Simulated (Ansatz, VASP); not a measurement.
# Two plane-wave programs on Sb

INCAR

```
SYSTEM = Sb
PREC = Accurate
ENCUT = 520
EDIFF = 1E-6
ISMEAR = 0
SIGMA = 0.1
LREAL = .FALSE.
LASPH = .TRUE.
NELM = 80
ALGO = Normal
ISIF = 2
LWAVE = .FALSE.
LCHARG = .FALSE.
GGA = PE
NBANDS = 8
```

Contents of KPOINTS:

```
regular mesh
0
G
  14 14 14
  0 0 0
```

The input POSCAR:

```
Sb
1.0
    3.2108673051      0.0000000000      0.0000000000
    0.0000000000      3.2108673051      0.0000000000
    0.0000000000      0.0000000000      3.2108673051
Sb
1
Direct
    0.0000000000      0.0000000000      0.0000000000
```

Input for Ansatz:

```yaml
crystal:
  lattice:
    - [3.2108673051, 0.0, 0.0]
    - [0.0, 3.2108673051, 0.0]
    - [0.0, 0.0, 3.2108673051]
  atoms:
    - { symbol: Sb, position: [0.0, 0.0, 0.0] }
basis:
  ecutwfc: 420
kpoints:
  mp_grid: { grid: [14, 14, 14] }
hamiltonian:
  xc: pbe
scf:
  occupations: { method: gaussian, width: 0.1 }
output:
  forces: true
  stress: true
  eigenvalues: true
```

Alike in both runs: task single point; functional PBE; k mesh 14 × 14 × 14; occupations gaussian, width 0.1 eV; no spin polarisation.

```csv
,VASP,Ansatz
version,VASP 6.6.1,Ansatz 0.2.0
potentials or method,"VASP PAW PBE potentials, release 64 (Sb), cutoff 520 eV","scalar-relativistic, plane waves, PAW"
valence electrons in the cell,5,15
```

|  | VASP | Ansatz | Ansatz less VASP |
| --- | --- | --- | --- |
| gap on the k mesh at the Fermi level (eV) | none | none | - |
| pressure (GPa) | -4.3 | -4.2 | +0.05 |

A gap of «none» marks a metal or a gap that the smearing closes. VASP's potentials hold 5 valence electrons a cell and Ansatz's 15, so a difference there can come from the potentials and not from the codes.

Neither program's run includes spin-orbit coupling.
